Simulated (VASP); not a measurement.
# BiBCl6 (R-3) in VASP: single point with PBEsol

Aim: the single point of BiBCl6 with PBEsol.

Program: VASP 6.6.1. These are calculated values, not measurements. Logs are shortened: lines on timing, memory, paths and dates and some standing lists are left out, and cuts for length are marked.

### 1 The cell of the first run

The structure is trigonal, space group R-3 (No. 148). Conventional cell: a = 10.812 Å, b = 10.812 Å, c = 6.492 Å, α = 90.00°, β = 90.00°, γ = 120.00°. Bi (site symmetry -3) has 6 Cl at 2.70 Å and 2 B at 3.25 Å within 3.6 Å. B (site symmetry -3) has 6 Cl at 2.15 Å within 2.8 Å. Cl (site symmetry 1) has 1 B at 2.15 Å and 1 Bi at 2.70 Å within 2.8 Å.

### 2 Single point, PBEsol

File INCAR:

```
SYSTEM = BiBCl6
PREC = Accurate
ENCUT = 520
EDIFF = 1E-7
ISMEAR = -1
SIGMA = 0.1
LREAL = .False.
LASPH = .True.
NELM = 80
ALGO = Normal
ISIF = 2
LWAVE = .False.
LCHARG = .False.
GGA = PS
NBANDS = 40
```

File KPOINTS:

```
regular mesh
0
Gamma
  4 4 4
  0 0 0
```

File POSCAR:

```
BiBCl6
1.0
    5.4062102165      3.1212755632      2.1640146542
   -5.4062102165      3.1212755632      2.1640146542
    0.0000000000     -6.2425552082      2.1640087668
Bi B Cl
1 1 6
Direct
    0.0000000000      0.0000000000      0.0000000000
    0.5000000000      0.5000000000      0.5000000000
    0.5071607362      0.7240444165     -0.1710859833
   -0.1710859833      0.5071607362      0.7240444165
    0.7240444165     -0.1710859833      0.5071607362
    0.4928392638      0.2759555835      1.1710859833
    1.1710859833      0.4928392638      0.2759555835
    0.2759555835      1.1710859833      0.4928392638
```

Potentials or basis: VASP PAW PBE potentials, release 64 (Bi_d, B, Cl).

On the command line:

```console
$ cat potpaw_PBE.64/Bi_d/POTCAR potpaw_PBE.64/B/POTCAR potpaw_PBE.64/Cl/POTCAR > POTCAR
$ mpirun -np 1 vasp_std > vasp.out
```

OUTCAR:

```text
SYSTEM = BiBCl6
   PREC = Accurate
   ENCUT = 520
   EDIFF = 1E-7
   ISMEAR = -1
   LREAL = .False.
   LASPH = .True.
   NELM = 80
   ISIF = 2
   GGA = PS

 ion  position               nearest neighbor table
   1  0.000  0.000  0.000-   4 2.70   7 2.70   6 2.70   3 2.70   5 2.70   8 2.70
   2  0.500  0.500  0.500-   4 2.15   7 2.15   5 2.15   8 2.15   3 2.15   6 2.15
   3  0.507  0.724  0.829-   2 2.15   1 2.70
   4  0.829  0.507  0.724-   2 2.15   1 2.70
   5  0.724  0.829  0.507-   2 2.15   1 2.70
   6  0.493  0.276  0.171-   2 2.15   1 2.70
   7  0.171  0.493  0.276-   2 2.15   1 2.70
   8  0.276  0.171  0.493-   2 2.15   1 2.70

  LATTYP: Found a trigonal (rhomboedric) cell.
 ALAT       =     6.6069985220
 COS(alpha) =    -0.3390828075

  Lattice vectors:

 A1 = (   5.4062102165,   3.1212755632,   2.1640146542)
 A2 = (  -5.4062102165,   3.1212755632,   2.1640146542)
 A3 = (   0.0000000000,  -6.2425552082,   2.1640087668)

Analysis of symmetry for initial positions (statically):
=====================================================================
 Subroutine PRICEL returns:
 Original cell was already a primitive cell.

 Routine SETGRP: Setting up the symmetry group for a
 trigonal (rhombohedral) supercell.

 Subroutine GETGRP returns: Found  6 space group operations
 (whereof  6 operations were pure point group operations)
 out of a pool of 12 trial point group operations.

The static configuration has the point symmetry S_6 .

Analysis of symmetry for dynamics (positions and initial velocities):
=====================================================================
 Subroutine PRICEL returns:
 Original cell was already a primitive cell.

 Routine SETGRP: Setting up the symmetry group for a
 trigonal (rhombohedral) supercell.

 Subroutine GETGRP returns: Found  6 space group operations
 (whereof  6 operations were pure point group operations)
 out of a pool of 12 trial point group operations.

The dynamic configuration has the point symmetry S_6 .

 Subroutine INISYM returns: Found  6 space group operations
 (whereof  6 operations are pure point group operations),
 and found     1 'primitive' translations

----------------------------------------------------------------------------------------

                                     Primitive cell

  volume of cell :     219.0969

  direct lattice vectors                    reciprocal lattice vectors
     5.406210216  3.121275563  2.164014654     0.092486230  0.053396853  0.154034866
    -5.406210216  3.121275563  2.164014654    -0.092486230  0.053396853  0.154034866
     0.000000000 -6.242555208  2.164008767     0.000000000 -0.106793996  0.154034766

  length of vectors
     6.606998522  6.606998522  6.606998522     0.187434433  0.187434433  0.187434433

  position of ions in fractional coordinates (direct lattice)
     0.000000000  0.000000000  0.000000000
     0.500000000  0.500000000  0.500000000
     0.507160736  0.724044416  0.828914017
     0.828914017  0.507160736  0.724044416
     0.724044416  0.828914017  0.507160736
     0.492839264  0.275955584  0.171085983
     0.171085983  0.492839264  0.275955584
     0.275955584  0.171085983  0.492839264

  ion indices of the primitive-cell ions
   primitive index   ion index
                 1           1
                 2           2
                 3           3
                 4           4
                 5           5
                 6           6
                 7           7
                 8           8

----------------------------------------------------------------------------------------

 KPOINTS: regular mesh

Automatic generation of k-mesh.
 Grid dimensions read from file:
 generate k-points for:    4    4    4

 Generating k-lattice:

  Cartesian coordinates                     Fractional coordinates (reciprocal lattice)
     0.023121557  0.013349213  0.038508717     0.250000000 -0.000000000  0.000000000
    -0.023121557  0.013349213  0.038508717    -0.000000000  0.250000000  0.000000000
     0.000000000 -0.026698499  0.038508691     0.000000000  0.000000000  0.250000000

  Length of vectors
     0.046858608  0.046858608  0.046858608

  Shift w.r.t. Gamma in fractional coordinates (k-lattice)
     0.000000000  0.000000000  0.000000000

 Subroutine IBZKPT returns following result:
 ===========================================

 Found     14 irreducible k-points:

 Following reciprocal coordinates:
            Coordinates               Weight
  0.000000  0.000000  0.000000      1.000000
  0.250000  0.000000  0.000000      6.000000
  0.500000  0.000000  0.000000      3.000000
  0.250000  0.250000  0.000000      6.000000
  0.500000  0.250000  0.000000      6.000000
  0.500000 -0.000000 -0.250000      6.000000
 -0.250000  0.250000  0.000000      6.000000
  0.500000  0.500000  0.000000      3.000000
  0.250000  0.250000  0.250000      2.000000
  0.500000  0.250000  0.250000      6.000000
 -0.250000  0.250000  0.250000      6.000000
  0.500000  0.500000  0.250000      6.000000
 -0.250000  0.500000  0.250000      6.000000
  0.500000  0.500000  0.500000      1.000000
   k-points           NKPTS =     14   k-points in BZ     NKDIM =     14   number of bands    NBANDS=     40
   number of dos      NEDOS =    301   number of ions     NIONS =      8
   total plane-waves  NPLWV = 125000
   dimension x,y,z NGX =    50 NGY =   50 NGZ =   50
   dimension x,y,z NGXF=   100 NGYF=  100 NGZF=  100
   ions per type =               1   1   6
   NGX,Y,Z   is equivalent  to a cutoff of  12.58, 12.58, 12.58 a.u.
   NGXF,Y,Z  is equivalent  to a cutoff of  25.16, 25.16, 25.16 a.u.
 SYSTEM =  BiBCl6
   PREC   = accura    normal or accurate (medium, high low for compatibility)
   ISTART =      0    job   : 0-new  1-cont  2-samecut
   ICHARG =      2    charge: 1-file 2-atom 10-const
   ISPIN  =      1    spin polarized calculation?
   LNONCOLLINEAR =      F non collinear calculations
   LSORBIT =      F    spin-orbit coupling
   LASPH  =      T    aspherical Exc in radial PAW
   ENCUT  =  520.0 eV  38.22 Ry    6.18 a.u.  12.28 12.28 12.28*2*pi/ulx,y,z
   NELM   =     80;   NELMIN=  2; NELMDL= -5     # of ELM steps
   EDIFF  = 0.1E-06   stopping-criterion for ELM
   LREAL  =      F    real-space projection
   EDIFFG = 0.1E-05   stopping-criterion for IOM
   NSW    =      0    number of steps for IOM
   IBRION =     -1    ionic relax: 0-MD 1-quasi-New 2-CG
   NFREE  =      0    steps in history (QN), initial steepest desc. (CG)
   ISIF   =      2    stress and relaxation
   ISYM   =      2    0-nonsym 1-usesym 2-fastsym
   POTIM  = 0.5000    time-step for ionic-motion
   TEBEG  =    0.0;   TEEND  =   0.0 temperature during run
   PSTRESS=    0.0 pullay stress
   NELECT =      60.0000    total number of electrons
   NUPDOWN=      -1.0000    fix difference up-down
   EMIN   =  10.00;   EMAX   =-10.00  energy-range for DOS
   EFERMI =   0.00;   METHOD = LEGACY
   ISMEAR =    -1;   SIGMA  =   0.10  broadening in eV -4-tet -1-fermi 0-gaus
   EFERMI_NEDOS =   21; number of points for ismear=-14 and -15
   IALGO  =     38    algorithm
   IMIX   =      4    mixing-type and parameters
     AMIX     =   0.40;   BMIX     =  1.00
     AMIX_MAG =   1.60;   BMIX_MAG =  1.00
  volume/ion in A,a.u.               =      27.39       184.82
  Fermi-wavevector in a.u.,A,eV,Ry     =   1.063114  2.008994 15.377458  1.130211
  Thomas-Fermi vector in A             =   2.198588
   LORBIT       =      0    0 simple, 1 ext, 2 COOP (PROOUT), +10 PAW based schemes
   GGA     = PS    functional components
   LHFCALC =     F    Hartree Fock is set to
   AEXX    =    0.0000 exact exchange contribution
   IVDW    =     0    specifies the selected vdW correction
   LEPSILON=     F    determine dielectric tensor
   LRPA    =     F    only Hartree local field effects (RPA)
 non-spin polarized calculation
  energy-cutoff  :      520.00
  volume of cell :      219.10
 maximum number of plane-waves:      5937
 NGX is ok and might be reduce to    50
   NGX = 25   NGY = 25   NGZ = 25

 number of electron      60.0000005 magnetization

 Free energy of the ion-electron system (eV)
  ---------------------------------------------------
  ext. energy  EPLUGINS =         0.00000000
  ---------------------------------------------------
  free energy    TOTEN  =       -27.49797452 eV

  energy without entropy =      -27.49797398  energy(sigma->0) =      -27.49797425

 E-fermi :   2.0175     XC(G=0):  -8.0614

 val. band max:        0.5243431074   @ k =   0.5000   0.0000   0.0000
 cond. band min:       3.5634719469   @ k =   0.5000   0.5000   0.5000
 fundamental gap:      3.0391288394
 Fermi energy:         2.0175395460

 k-point     1 :       0.0000    0.0000    0.0000
  band No.  band energies     occupation
      1     -21.8677      2.00000
      2     -21.8677      2.00000
      3     -21.8197      2.00000
      4     -21.8197      2.00000
      5     -21.8071      2.00000
      6     -15.0782      2.00000
[... 32 lines left out ...]
     39       9.4625      0.00000
     40       9.5001      0.00000

 k-point     2 :       0.2500    0.0000    0.0000
  band No.  band energies     occupation
      1     -21.8677      2.00000
      2     -21.8677      2.00000
      3     -21.8198      2.00000
      4     -21.8198      2.00000
      5     -21.8066      2.00000
      6     -14.9643      2.00000
[... 32 lines left out ...]
     39       8.9720      0.00000
     40       9.3615      0.00000

 k-point     3 :       0.5000    0.0000    0.0000
  band No.  band energies     occupation
      1     -21.8678      2.00000
      2     -21.8677      2.00000
      3     -21.8200      2.00000
      4     -21.8200      2.00000
      5     -21.8061      2.00000
      6     -14.7992      2.00000
[... 423 lines left out ...]
  band No.  band energies     occupation
      1     -21.8677      2.00000
      2     -21.8677      2.00000
      3     -21.8200      2.00000
      4     -21.8200      2.00000
      5     -21.8061      2.00000
      6     -14.7925      2.00000
[... 32 lines left out ...]
     39       9.1558      0.00000
     40       9.4009      0.00000

 k-point    14 :       0.5000    0.5000    0.5000
  band No.  band energies     occupation
      1     -21.8676      2.00000
      2     -21.8676      2.00000
      3     -21.8200      2.00000
      4     -21.8200      2.00000
      5     -21.8061      2.00000
      6     -14.7858      2.00000
[... 32 lines left out ...]
     39       9.1740      0.00000
     40       9.1740      0.00000

------------------------ aborting loop because EDIFF is reached ----------------------------------------

  FORCE on cell =-STRESS in cart. coord.  units (eV):
  Direction    XX          YY          ZZ          XY          YZ          ZX
  --------------------------------------------------------------------------------------
  -------------------------------------------------------------------------------------
  Total       -0.0963670     -0.0963670     -0.1222122      0.0000000      0.0000000     -0.0000000
  in kB       -0.7046975     -0.7046975     -0.8936937      0.0000002      0.0000001     -0.0000000
  external PRESSURE =      -0.7676962 kB  Pullay stress =       0.0000000 kB

 VOLUME and BASIS-vectors are now :
 -----------------------------------------------------------------------------
  energy-cutoff  :      520.00
  volume of cell :      219.10
      direct lattice vectors                 reciprocal lattice vectors
     5.406210216  3.121275563  2.164014654     0.092486230  0.053396853  0.154034866
    -5.406210216  3.121275563  2.164014654    -0.092486230  0.053396853  0.154034866
     0.000000000 -6.242555208  2.164008767     0.000000000 -0.106793996  0.154034766

 POSITION                                       TOTAL-FORCE (eV/Angst)
 -----------------------------------------------------------------------------------
      0.00000      0.00000      0.00000         0.000000     -0.000000      0.000000
      0.00000     -0.00000      3.24602        -0.000000     -0.000000      0.000000
     -1.17252     -1.33161      4.45812         0.003493      0.004455     -0.004932
      1.73947     -0.34963      4.45812        -0.005605      0.000798     -0.004932
     -0.56695      1.68123      4.45813         0.002112     -0.005253     -0.004932
      1.17252      1.33161      2.03391        -0.003493     -0.004455      0.004932
     -1.73947      0.34963      2.03391         0.005605     -0.000798      0.004932
      0.56695     -1.68124      2.03391        -0.002112      0.005253      0.004932
 -----------------------------------------------------------------------------------
    total drift:                                0.000000     -0.000000      0.000000

  FREE ENERGIE OF THE ION-ELECTRON SYSTEM (eV)
  ---------------------------------------------------
  free  energy   TOTEN  =       -27.4979745233 eV

  energy  without entropy=      -27.4979739784  energy(sigma->0) =      -27.49797425
```

It took 81 s on 1 thread of Intel Xeon 6975P-C (Granite Rapids), shared host; peak memory 0.39 GiB.

Results:

| Quantity | Value |
| --- | --- |
| Free energy | -27.4980 eV |
| Pressure | -0.1 GPa |
| Largest force | 0.008 eV/Å |
| Band gap on the k mesh | 3.04 eV (least direct gap 3.08 eV) |

Forces on the atoms (eV/Å):
```
Bi   0.000  0.000  0.000
B    0.000  0.000  0.000
Cl   0.003  0.004 -0.005
Cl  -0.006  0.001 -0.005
Cl   0.002 -0.005 -0.005
Cl  -0.003 -0.004  0.005
Cl   0.006 -0.001  0.005
Cl  -0.002  0.005  0.005
```

Caveat: the PAW data sets were made with another functional, which shifts forces and pressure a little; spin-orbit coupling is left out, which moves the levels of the heavy elements. A k mesh can miss the band edges.
